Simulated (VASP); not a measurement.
Input of a VASP 6.6.1 run:

File INCAR:

```
  ALGO = Normal
  DIPOL = 0.5 0.5 0.500
  EDIFF = 1E-6
  ENCUT = 520
  GGA = CA
  IDIPOL = 3
  ISIF = 2
  ISMEAR = -1
  LASPH = T
  LCHARG = T
  LDIPOL = T
  LELF = T
  LREAL = F
  LVACPOTAV = T
  LVHAR = T
  LWAVE = F
  NBANDS = 33
  NELM = 60
  PREC = Accurate
  SIGMA = 0.05
```

KPOINTS

```
k-points
0
Gamma
  17 17 1
```

POSCAR

```
Pt
1.0
    2.7534029158      0.0000000000      0.0000000000
   -1.3767014579      2.3845168720      0.0000000000
    0.0000000000      0.0000000000     24.9926000000
Pt
5
Direct
    0.8333333330      0.1666666670      0.3200952230
    0.1666666670      0.8333333330      0.4100476112
    0.5000000000      0.5000000000      0.5000000000
    0.8333333330      0.1666666670      0.5899523888
    0.1666666670      0.8333333330      0.6799047770
```

Potentials or basis: VASP PAW LDA potentials, release 64 (Pt).

The run is started by

```sh
$ cat potpaw_LDA.64/Pt/POTCAR > POTCAR
$ mpirun -np 1 vasp_std > vasp.out
```

Task: Estimate the band gap on the k mesh.

Result: Zero (band 25 reaches 2.40 eV, above the bottom of band 26 at 0.81 eV).

Task: What does it give for the largest force?

Result: 0.232 eV/Å.

Forces on the atoms (eV/Å):
```
Pt   0.000  0.000 -0.110
Pt   0.000  0.000  0.232
Pt   0.000  0.000  0.000
Pt   0.000  0.000 -0.232
Pt   0.000  0.000  0.110
```

Caveat: spin-orbit coupling is left out, which moves the levels of the heavy elements.
